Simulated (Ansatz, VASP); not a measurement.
Two plane-wave programs on Sn3I2

```
Sn I
1.0
     4.90044    0.00000    0.00000
    -2.45022    4.24390    0.00000
     0.00000    0.00000    7.62428
Sn I
3 2
Direct
  0.00000 0.00000 0.00000
  0.33333 0.66667 0.64500
  0.66667 0.33333 0.35500
  0.33333 0.66667 0.24500
  0.66667 0.33333 0.75500
```

Alike in both runs: task relaxation of cell and atoms; functional PBE; k mesh 6 × 6 × 2; occupations gaussian, width 0.1 eV; no spin polarisation.

|  | VASP | Ansatz |
| --- | --- | --- |
| version | VASP 6.6.1 | Ansatz 0.2.0 |
| potentials or method | VASP PAW PBE potentials, release 64 (Sn_d, I), cutoff 600 eV | scalar-relativistic, plane waves, PAW |
| valence electrons in the cell | 56 | 76 |

|  | VASP | Ansatz | Ansatz less VASP |
| --- | --- | --- | --- |
| gap on the k mesh at the Fermi level, each at its own relaxed structure (eV) | none | none | - |
| relaxed volume (Å³/atom) | 45.47 | 46.73 | +1.258 |
| relaxed length of the cell vector where the two differ most in proportion (Å) | 12.156 | 12.490 | +0.3336 |

A gap of «none» marks a metal or a gap that the smearing closes. VASP's potentials hold 56 valence electrons a cell and Ansatz's 76, so a difference there can come from the potentials and not from the codes.

The k mesh is coarse, so the values compare programs but aren't converged. Spin-orbit coupling is off throughout. Noted on VASP's run: the volume moved by over 15 % at a fixed basis, so the end points are rough.
